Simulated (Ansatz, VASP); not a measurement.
## One calculation of Hf4Cl3, two programs

File INCAR:

```
SYSTEM = Hf4Cl3
PREC = Accurate
ENCUT = 500
EDIFF = 1E-7
ISMEAR = 0
SIGMA = 0.2
LREAL = .FALSE.
LASPH = .TRUE.
NELM = 120
ALGO = Normal
ISIF = 3
LWAVE = .FALSE.
LCHARG = .FALSE.
GGA = PE
IBRION = 2
NSW = 36
EDIFFG = -0.08
GGA_COMPAT = .FALSE.
NELMIN = 4
```

The input KPOINTS:

```
regular mesh
0
G
  3 3 3
  0 0 0
```

The input POSCAR:

```
Hf4Cl3
1.0
   -3.6189334200      3.6189334200      3.6189334200
    3.6189334200     -3.6189334200      3.6189334200
    3.6189334200      3.6189334200     -3.6189334200
Hf Cl
4 3
Direct
    0.5000000000      0.5000000000      0.5000000000
    0.0000000000      0.0000000000      0.5000000000
    0.0000000000      0.5000000000      0.0000000000
    0.5000000000      0.0000000000      0.0000000000
    0.0000000000      0.5000000000      0.5000000000
    0.5000000000      0.0000000000      0.5000000000
    0.5000000000      0.5000000000      0.0000000000
```

Input for Ansatz:

```yaml
crystal:
  lattice:
    - [-3.61893342, 3.61893342, 3.61893342]
    - [3.61893342, -3.61893342, 3.61893342]
    - [3.61893342, 3.61893342, -3.61893342]
  atoms:
    - { symbol: Hf, position: [0.5, 0.5, 0.5] }
    - { symbol: Hf, position: [0.0, 0.0, 0.5] }
    - { symbol: Hf, position: [0.0, 0.5, 0.0] }
    - { symbol: Hf, position: [0.5, 0.0, 0.0] }
    - { symbol: Cl, position: [0.0, 0.5, 0.5] }
    - { symbol: Cl, position: [0.5, 0.0, 0.5] }
    - { symbol: Cl, position: [0.5, 0.5, 0.0] }
basis:
  ecutwfc: 420
kpoints:
  mp_grid: { grid: [3, 3, 3] }
hamiltonian:
  xc: pbe
scf:
  occupations: { method: gaussian, width: 0.2 }
  lower_state_search: "off"
output:
  forces: true
  stress: true
  eigenvalues: true
relax:
  adjacent_minimum: "off"
  f_tol: 0.08
  max_steps: 16
  cell: { stress_tol: 0.8 }
```

Alike in both runs: task relaxation of cell and atoms; functional PBE; k mesh 3 × 3 × 3; occupations gaussian, width 0.2 eV; no spin polarisation.

|  | VASP | Ansatz |
| --- | --- | --- |
| version | VASP 6.6.1 | Ansatz 0.2.0 |
| potentials or method | VASP PAW PBE potentials, release 64 (Hf_pv, Cl), cutoff 500 eV | scalar-relativistic, plane waves, PAW |
| valence electrons in the cell | 61 | 125 |

|  | VASP | Ansatz | Ansatz less VASP |
| --- | --- | --- | --- |
| gap on the k mesh at the Fermi level, each at its own relaxed structure (eV) | none | none | - |
| relaxed volume (Å³/atom) | 19.47 | 19.52 | +0.048 |
| relaxed cell length with the largest relative difference (Å) | 5.615 | 5.620 | +0.0046 |

A gap of «none» marks a metal or a gap that the smearing closes. VASP's potentials hold 61 valence electrons a cell and Ansatz's 125, so a difference there can come from the potentials and not from the codes.

The k mesh is coarse, so the values compare programs but aren't converged. Neither program's run includes spin-orbit coupling. Noted on VASP's run: the volume moved by over 15 % at a fixed basis, so the end points are rough.
